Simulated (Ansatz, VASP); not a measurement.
Sc in VASP and in Ansatz

```
Sc
1.0
     3.08797    0.00000    0.00000
     0.00000    3.08797    0.00000
     0.00000    0.00000    3.08797
Sc
1
Direct
  0.00000 0.00000 0.00000
```

Alike in both runs: task single point; functional PBE; k mesh 12 × 12 × 12; occupations fermi-dirac, width 0.1 eV; no spin polarisation.

|  | VASP | Ansatz |
| --- | --- | --- |
| version | VASP 6.6.1 | Ansatz 0.2.0 |
| potentials or method | VASP PAW PBE potentials, release 64 (Sc_sv), cutoff 520 eV | plane waves (420 eV) with PAW, scalar-relativistic |
| valence electrons in the cell | 11 | 11 |

```tsv
	VASP	Ansatz	Ansatz less VASP
pressure (GPa)	-3.4	-3.4	0.00
```

With one functional, cell and mesh, what is left measures potentials, basis and numerics.
